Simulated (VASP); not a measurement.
# Mo in VASP: a series of runs

Runs on Mo. Level: PBE. Tasks: single point.

Everything below comes from runs of VASP 6.6.1. Logs are shortened: lines on timing, memory, paths and dates and some standing lists are left out, and cuts for length are marked.

### 1 The cell of the first run

The cell holds a slab with vacuum, 6 atoms: a = 2.737 Å, b = 2.737 Å, c = 27.175 Å, α = 90.00°, β = 90.00°, γ = 109.47°.

### 2 Single point, PBE

The input, INCAR:

```
SYSTEM = Mo
PREC = Accurate
ENCUT = 520
EDIFF = 1E-7
ISMEAR = -1
SIGMA = 0.1
LREAL = .FALSE.
LASPH = .TRUE.
NELM = 60
ALGO = Normal
ISIF = 2
LWAVE = .FALSE.
LCHARG = .TRUE.
LDIPOL = .TRUE.
IDIPOL = 3
DIPOL = 0.5 0.5 0.500
GGA = PE
LELF = .TRUE.
LVHAR = .TRUE.
LVACPOTAV = .TRUE.
NBANDS = 51
```

The input, KPOINTS:

```
Automatic mesh
0
G
  13 13 1
  0 0 0
```

The input, POSCAR:

```
Mo
1.0
    2.7373676766      0.0000000000      0.0000000000
   -0.9124558922      2.5808149956      0.0000000000
    0.0000000000      0.0000000000     27.1753000000
Mo
6
Direct
    0.2500000000      0.2500000000      0.2975287540
    0.7500000000      0.7500000000      0.3760736566
    0.2500000000      0.2500000000      0.4587810267
    0.7500000000      0.7500000000      0.5412189744
    0.2500000000      0.2500000000      0.6239263435
    0.7500000000      0.7500000000      0.7024712447
```

Potentials or basis: VASP PAW PBE potentials, release 64 (Mo_sv).

Launch:

```console
> cat potpaw_PBE.64/Mo_sv/POTCAR > POTCAR
> mpirun -np 1 vasp_std > vasp.out
```

OUTCAR:

```text
SYSTEM = Mo
   PREC = Accurate
   ENCUT = 520
   EDIFF = 1E-7
   ISMEAR = -1
   LREAL = .FALSE.
   LASPH = .TRUE.
   NELM = 60
   ISIF = 2
   GGA = PE

 ion  position               nearest neighbor table
   1  0.250  0.250  0.298-   2 2.66   2 2.66   2 3.09   2 3.09
   2  0.750  0.750  0.376-   1 2.66   1 2.66   3 2.75   3 2.75   1 3.09   1 3.09   3 3.17   3 3.17

   3  0.250  0.250  0.459-   4 2.74   4 2.74   2 2.75   2 2.75   4 3.16   4 3.16   2 3.17   2 3.17

   4  0.750  0.750  0.541-   3 2.74   3 2.74   5 2.75   5 2.75   3 3.16   3 3.16   5 3.17   5 3.17

   5  0.250  0.250  0.624-   6 2.66   6 2.66   4 2.75   4 2.75   6 3.09   6 3.09   4 3.17   4 3.17

   6  0.750  0.750  0.702-   5 2.66   5 2.66   5 3.09   5 3.09

  LATTYP: Found a base centered orthorhombic cell.
 ALAT       =     3.1608399299
 B/A-ratio  =     1.4142135624
 C/A-ratio  =     8.5974932622

  Lattice vectors:

 A1 = (   2.7373676766,   0.0000000000,   0.0000000000)
 A2 = (  -0.9124558922,   2.5808149956,   0.0000000000)
 A3 = (   0.0000000000,   0.0000000000,  27.1753000000)

Analysis of symmetry for initial positions (statically):
=====================================================================
 Subroutine PRICEL returns:
 Original cell was already a primitive cell.

 Routine SETGRP: Setting up the symmetry group for a
 base centered orthorhombic supercell.

 Subroutine GETGRP returns: Found  8 space group operations
 (whereof  4 operations were pure point group operations)
 out of a pool of  8 trial point group operations.

The static configuration has the point symmetry C_2h.
 The point group associated with its full space group is D_2h.

Analysis of symmetry for dynamics (positions and initial velocities):
=====================================================================
 Subroutine PRICEL returns:
 Original cell was already a primitive cell.

 Routine SETGRP: Setting up the symmetry group for a
 base centered orthorhombic supercell.

 Subroutine GETGRP returns: Found  8 space group operations
 (whereof  4 operations were pure point group operations)
 out of a pool of  8 trial point group operations.

The dynamic configuration has the point symmetry C_2h.
 The point group associated with its full space group is D_2h.

 Subroutine INISYM returns: Found  8 space group operations
 (whereof  4 operations are pure point group operations),
 and found     1 'primitive' translations

----------------------------------------------------------------------------------------

                                     Primitive cell

  volume of cell :     191.9837

  direct lattice vectors                    reciprocal lattice vectors
     2.737367677  0.000000000  0.000000000     0.365314462  0.129158167  0.000000000
    -0.912455892  2.580814996  0.000000000     0.000000000  0.387474500  0.000000000
     0.000000000  0.000000000 27.175300000     0.000000000  0.000000000  0.036798122

  length of vectors
     2.737367677  2.737367677 27.175300000     0.387474500  0.387474500  0.036798122

  position of ions in fractional coordinates (direct lattice)
     0.250000000  0.250000000  0.297528754
     0.750000000  0.750000000  0.376073657
     0.250000000  0.250000000  0.458781027
     0.750000000  0.750000000  0.541218974
     0.250000000  0.250000000  0.623926344
     0.750000000  0.750000000  0.702471245

  ion indices of the primitive-cell ions
   primitive index   ion index
                 1           1
                 2           2
                 3           3
                 4           4
                 5           5
                 6           6

----------------------------------------------------------------------------------------

 KPOINTS: Automatic mesh

Automatic generation of k-mesh.
 Grid dimensions read from file:
 generate k-points for:   13   13    1

 Generating k-lattice:

  Cartesian coordinates                     Fractional coordinates (reciprocal lattice)
     0.028101112  0.009935244  0.000000000     0.076923077  0.000000000  0.000000000
     0.000000000  0.029805731  0.000000000     0.000000000  0.076923077  0.000000000
     0.000000000  0.000000000  0.036798122     0.000000000  0.000000000  1.000000000

  Length of vectors
     0.029805731  0.029805731  0.036798122

  Shift w.r.t. Gamma in fractional coordinates (k-lattice)
     0.000000000  0.000000000  0.000000000

 Subroutine IBZKPT returns following result:
 ===========================================

 Found     49 irreducible k-points:

 Following reciprocal coordinates:
            Coordinates               Weight
  0.000000  0.000000  0.000000      1.000000
  0.076923  0.000000  0.000000      4.000000
  0.153846  0.000000  0.000000      4.000000
  0.230769  0.000000  0.000000      4.000000
  0.307692  0.000000  0.000000      4.000000
  0.384615  0.000000  0.000000      4.000000
[... 16 lines left out ...]
  0.384615  0.153846  0.000000      4.000000
  0.461538  0.153846  0.000000      4.000000
 [... further k-points ...]
   k-points           NKPTS =     49   k-points in BZ     NKDIM =     49   number of bands    NBANDS=     51
   number of dos      NEDOS =    301   number of ions     NIONS =      6
   total plane-waves  NPLWV =  84000
   dimension x,y,z NGX =    20 NGY =   20 NGZ =  210
   dimension x,y,z NGXF=    40 NGYF=   40 NGZF=  420
   ions per type =               6
   NGX,Y,Z   is equivalent  to a cutoff of  12.15, 12.15, 12.85 a.u.
   NGXF,Y,Z  is equivalent  to a cutoff of  24.29, 24.29, 25.69 a.u.
 SYSTEM =  Mo
   PREC   = accura    normal or accurate (medium, high low for compatibility)
   ISTART =      0    job   : 0-new  1-cont  2-samecut
   ICHARG =      2    charge: 1-file 2-atom 10-const
   ISPIN  =      1    spin polarized calculation?
   LNONCOLLINEAR =      F non collinear calculations
   LSORBIT =      F    spin-orbit coupling
   LASPH  =      T    aspherical Exc in radial PAW
   ENCUT  =  520.0 eV  38.22 Ry    6.18 a.u.   5.09  5.09 50.53*2*pi/ulx,y,z
   NELM   =     60;   NELMIN=  2; NELMDL= -5     # of ELM steps
   EDIFF  = 0.1E-06   stopping-criterion for ELM
   LREAL  =      F    real-space projection
   EDIFFG = 0.1E-05   stopping-criterion for IOM
   NSW    =      0    number of steps for IOM
   IBRION =     -1    ionic relax: 0-MD 1-quasi-New 2-CG
   NFREE  =      0    steps in history (QN), initial steepest desc. (CG)
   ISIF   =      2    stress and relaxation
   ISYM   =      2    0-nonsym 1-usesym 2-fastsym
   POTIM  = 0.5000    time-step for ionic-motion
   TEBEG  =    0.0;   TEEND  =   0.0 temperature during run
   PSTRESS=    0.0 pullay stress
   NELECT =      84.0000    total number of electrons
   NUPDOWN=      -1.0000    fix difference up-down
   EMIN   =  10.00;   EMAX   =-10.00  energy-range for DOS
   EFERMI =   0.00;   METHOD = LEGACY
   ISMEAR =    -1;   SIGMA  =   0.10  broadening in eV -4-tet -1-fermi 0-gaus
   EFERMI_NEDOS =   21; number of points for ismear=-14 and -15
   IALGO  =     38    algorithm
   IMIX   =      4    mixing-type and parameters
     AMIX     =   0.40;   BMIX     =  1.00
     AMIX_MAG =   1.60;   BMIX_MAG =  1.00
  volume/ion in A,a.u.               =      32.00       215.93
  Fermi-wavevector in a.u.,A,eV,Ry     =   1.242834  2.348616 21.016055  1.544636
  Thomas-Fermi vector in A             =   2.377171
   LORBIT       =      0    0 simple, 1 ext, 2 COOP (PROOUT), +10 PAW based schemes
   GGA     = PE    functional components
   LHFCALC =     F    Hartree Fock is set to
   AEXX    =    0.0000 exact exchange contribution
   IVDW    =     0    specifies the selected vdW correction
   LEPSILON=     F    determine dielectric tensor
   LRPA    =     F    only Hartree local field effects (RPA)
 non-spin polarized calculation
  energy-cutoff  :      520.00
  volume of cell :      191.98
 maximum number of plane-waves:      5230
   NGX = 11   NGY = 11   NGZ =101

 dipolmoment           0.000000      0.000000     -0.000000 electrons x Angstroem

 number of electron      83.9999979 magnetization

 dipolmoment           0.000000      0.000000      0.000000 electrons x Angstroem

 Free energy of the ion-electron system (eV)
  ---------------------------------------------------
  ext. energy  EPLUGINS =         0.00000000
  ---------------------------------------------------
  free energy    TOTEN  =       -63.24011233 eV

  energy without entropy =      -63.07941536  energy(sigma->0) =      -63.15976385

 E-fermi :   3.9200     XC(G=0):  -7.3186

 val. band max:        3.9071522031   @ k =   0.1538   0.0769   0.0000
 cond. band min:       3.9332859264   @ k =  -0.4615   0.3077   0.0000
 fundamental gap:      0.0261337233
 Fermi energy:         3.9200335413

 k-point     1 :       0.0000    0.0000    0.0000
  band No.  band energies     occupation
      1     -57.3965      2.00000
      2     -57.3602      2.00000
      3     -57.2831      2.00000
      4     -57.1963      2.00000
      5     -57.0596      2.00000
      6     -57.0581      2.00000
[... 43 lines left out ...]
     50       5.4824      0.00000
     51       5.5358      0.00000

 k-point     2 :       0.0769    0.0000    0.0000
  band No.  band energies     occupation
      1     -57.3860      2.00000
      2     -57.3508      2.00000
      3     -57.2755      2.00000
      4     -57.1911      2.00000
      5     -57.0541      2.00000
      6     -57.0528      2.00000
[... 43 lines left out ...]
     50       5.2586      0.00000
     51       5.4216      0.00000

 k-point     3 :       0.1538    0.0000    0.0000
  band No.  band energies     occupation
      1     -57.3566      2.00000
      2     -57.3243      2.00000
      3     -57.2547      2.00000
      4     -57.1772      2.00000
      5     -57.0391      2.00000
      6     -57.0382      2.00000
[... 43 lines left out ...]
     50       5.2478      0.00000
     51       5.2593      0.00000
[... 1027 lines left out ...]
 k-point    23 :       0.3846    0.1538    0.0000
  band No.  band energies     occupation
      1     -57.1668      2.00000
      2     -57.1668      2.00000
      3     -57.1427      2.00000
      4     -57.1407      2.00000
      5     -56.9578      2.00000
      6     -56.9578      2.00000
[... 43 lines left out ...]
     50       6.0790      0.00000
     51       6.3266      0.00000

 k-point    24 :       0.4615    0.1538    0.0000
  band No.  band energies     occupation
      1     -57.1665      2.00000
      2     -57.1623      2.00000
      3     -57.1372      2.00000
      4     -57.1147      2.00000
      5     -56.9460      2.00000
      6     -56.9460      2.00000
[... 43 lines left out ...]
     50       6.0366      0.00000
     51       6.4769      0.00000

 [... further k-points ...]

------------------------ aborting loop because EDIFF is reached ----------------------------------------

  FORCE on cell =-STRESS in cart. coord.  units (eV):
  Direction    XX          YY          ZZ          XY          YZ          ZX
  --------------------------------------------------------------------------------------
  -------------------------------------------------------------------------------------
  Total       -2.2461980     -2.4706599      0.2689775     -0.3174370      0.0000000      0.0000000
  in kB      -18.7453808    -20.6186006      2.2447202     -2.6491329      0.0000000      0.0000000
  external PRESSURE =     -12.3730871 kB  Pullay stress =       0.0000000 kB

 VOLUME and BASIS-vectors are now :
 -----------------------------------------------------------------------------
  energy-cutoff  :      520.00
  volume of cell :      191.98
      direct lattice vectors                 reciprocal lattice vectors
     2.737367677  0.000000000  0.000000000     0.365314462  0.129158167  0.000000000
    -0.912455892  2.580814996  0.000000000     0.000000000  0.387474500  0.000000000
     0.000000000  0.000000000 27.175300000     0.000000000  0.000000000  0.036798122

 POSITION                                       TOTAL-FORCE (eV/Angst)
 -----------------------------------------------------------------------------------
      0.45623      0.64520      8.08543         0.000000      0.000000     -0.028649
      1.36868      1.93561     10.21991         0.000000      0.000000      0.002244
      0.45623      0.64520     12.46751         0.000000      0.000000     -0.000124
      1.36868      1.93561     14.70779        -0.000000     -0.000000      0.000124
      0.45623      0.64520     16.95539        -0.000000     -0.000000     -0.002244
      1.36868      1.93561     19.08987        -0.000000     -0.000000      0.028649
 -----------------------------------------------------------------------------------
    total drift:                               -0.000000      0.000000      0.000009

  FREE ENERGIE OF THE ION-ELECTRON SYSTEM (eV)
  ---------------------------------------------------
  free  energy   TOTEN  =       -63.2401123316 eV

  energy  without entropy=      -63.0794153589  energy(sigma->0) =      -63.15976385

 vacuum level on the upper side and lower side of the slab         8.458         8.458
```

Wall time 13 min (1 thread of AMD EPYC 7R13 (Zen 3), shared host); peak memory 0.44 GiB.

Results:

```
Free energy            : -63.2401 eV
Largest force          : 0.029 eV/Å
Band gap on the k mesh : zero (bands 42 and 43 overlap by 2.10 eV)
```

Forces on the atoms (eV/Å):
```
Mo   0.000  0.000 -0.029
Mo   0.000  0.000  0.002
Mo   0.000  0.000  0.000
Mo   0.000  0.000  0.000
Mo   0.000  0.000 -0.002
Mo   0.000  0.000  0.029
```

Levels at points of the mesh, in eV from the Fermi level:
| k point | band 38 | band 39 | band 40 | band 41 | band 42 | band 43 | band 44 | band 45 | band 46 | band 47 |
| --- | --- | --- | --- | --- | --- | --- | --- | --- | --- | --- |
| (0.00, 0.00, 0.00) | -1.43 | -1.28 | -1.24 | -1.22 | -0.68 | -0.49 | 0.45 | 0.67 | 1.09 | 1.18 |

### 3 Single point, PBE

The input, INCAR:

```
SYSTEM = Mo
PREC = Accurate
ENCUT = 520
EDIFF = 1E-6
ISMEAR = -1
SIGMA = 0.1
LREAL = .False.
LASPH = .True.
NELM = 100
ALGO = Normal
ISIF = 2
LWAVE = .False.
LCHARG = .False.
LDIPOL = .True.
IDIPOL = 3
DIPOL = 0.5 0.5 0.500
GGA = PE
NBANDS = 51
```

The input, KPOINTS:

```
Automatic mesh
0
Gamma
  13 13 1
  0 0 0
```

The input, POSCAR:

```
Mo
1.0
    2.7373676766      0.0000000000      0.0000000000
   -0.9124558922      2.5808149956      0.0000000000
    0.0000000000      0.0000000000     27.1753000000
Mo
6
Direct
    0.2500000000      0.2500000000      0.2943857705
    0.7500000000      0.7500000000      0.3766314623
    0.2500000000      0.2500000000      0.4588771541
    0.7500000000      0.7500000000      0.5411228459
    0.2500000000      0.2500000000      0.6233685377
    0.7500000000      0.7500000000      0.7056142295
```

Potentials or basis: VASP PAW PBE potentials, release 64 (Mo_sv).

Launch:

```console
> cat potpaw_PBE.64/Mo_sv/POTCAR > POTCAR
> mpirun -np 1 vasp_std > vasp.out
```

Run time: 12 min. Hardware: 1 thread of AMD EPYC 7R43 (Zen 3), shared host; peak memory 0.44 GiB.

The run converged. Its results:

| Property | Result |
| --- | --- |
| Free energy | -63.1787 eV |
| Largest force | 0.643 eV/Å |
| Band gap on the k mesh | zero (bands 42 and 43 overlap by 2.14 eV) |

Forces on the atoms (eV/Å):
```
Mo   0.000  0.000  0.603
Mo   0.000  0.000 -0.643
Mo   0.000  0.000  0.009
Mo   0.000  0.000 -0.009
Mo   0.000  0.000  0.643
Mo   0.000  0.000 -0.603
```

Levels at points of the mesh, in eV from the Fermi level:
```
           k point  band 38  band 39  band 40  band 41  band 42  band 43  band 44  band 45  band 46  band 47
(0.00, 0.00, 0.00)    -1.45    -1.37    -1.31    -1.14    -0.47    -0.44     0.51     0.63     1.12     1.13
```
